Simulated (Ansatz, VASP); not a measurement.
**Two plane-wave programs on GaSb3**

The input INCAR:

```
PREC = Accurate
ENCUT = 520
EDIFF = 1E-6
ISMEAR = 0
SIGMA = 0.15
LREAL = F
LASPH = T
NELM = 60
ALGO = Normal
ISIF = 2
LWAVE = F
LCHARG = F
GGA = PS
IVDW = 12
NBANDS = 22
```

Contents of KPOINTS:

```
Automatic mesh
0
Gamma
  12 12 12
```

Contents of POSCAR:

```
GaSb3
1.0
    0.0000000000      3.5855047185      3.5855047185
    3.5855047185      0.0000000000      3.5855047185
    3.5855047185      3.5855047185      0.0000000000
Ga Sb
1 3
Direct
   -0.0209175572     -0.0209175572      0.0209175572
    0.2500000000      0.2500000000      0.2500000000
    0.7500000000      0.7500000000      0.7500000000
    0.5000000000      0.5000000000      0.5000000000
```

Input for Ansatz:

```yaml
crystal:
  lattice:
    - [0.0, 3.5855047185, 3.5855047185]
    - [3.5855047185, 0.0, 3.5855047185]
    - [3.5855047185, 3.5855047185, 0.0]
  atoms:
    - { symbol: Ga, position: [-0.0209175572, -0.0209175572, 0.0209175572] }
    - { symbol: Sb, position: [0.25, 0.25, 0.25] }
    - { symbol: Sb, position: [0.75, 0.75, 0.75] }
    - { symbol: Sb, position: [0.5, 0.5, 0.5] }
basis:
  ecutwfc: 420
kpoints:
  mp_grid: { grid: [12, 12, 12] }
hamiltonian:
  xc: pbesol
  dispersion: d3bj
scf:
  occupations: { method: gaussian, width: 0.15 }
output:
  forces: true
  stress: true
  eigenvalues: true
```

Alike in both runs: task single point; functional PBEsol; dispersion D3(BJ); k mesh 12 × 12 × 12; occupations gaussian, width 0.15 eV; no spin polarisation.

|  | VASP | Ansatz |
| --- | --- | --- |
| version | VASP 6.6.1 | Ansatz 0.2.0 |
| potentials or method | VASP PAW PBE potentials, release 64 (Ga_d, Sb), cutoff 520 eV | scalar-relativistic, plane waves, PAW |
| valence electrons in the cell | 28 | 58 |

```tsv
	VASP	Ansatz	Ansatz less VASP
gap on the k mesh at the Fermi level (eV)	none	none	-
pressure (GPa)	0.7	0.7	-0.07
traceless stress, the component that is largest in VASP (GPa)	-0.11	-0.10	+0.001
rms of the force components (eV/Å)	0.110	0.108	-0.0012
```

VASP's potentials were made for PBE, not for PBEsol. Atom by atom the forces differ by 0.001 eV/Å (rms over components). A gap of «none» marks a metal or a gap that the smearing closes. VASP's potentials hold 28 valence electrons a cell and Ansatz's 58, so a difference there can come from the potentials and not from the codes.

Spin-orbit coupling is off throughout.
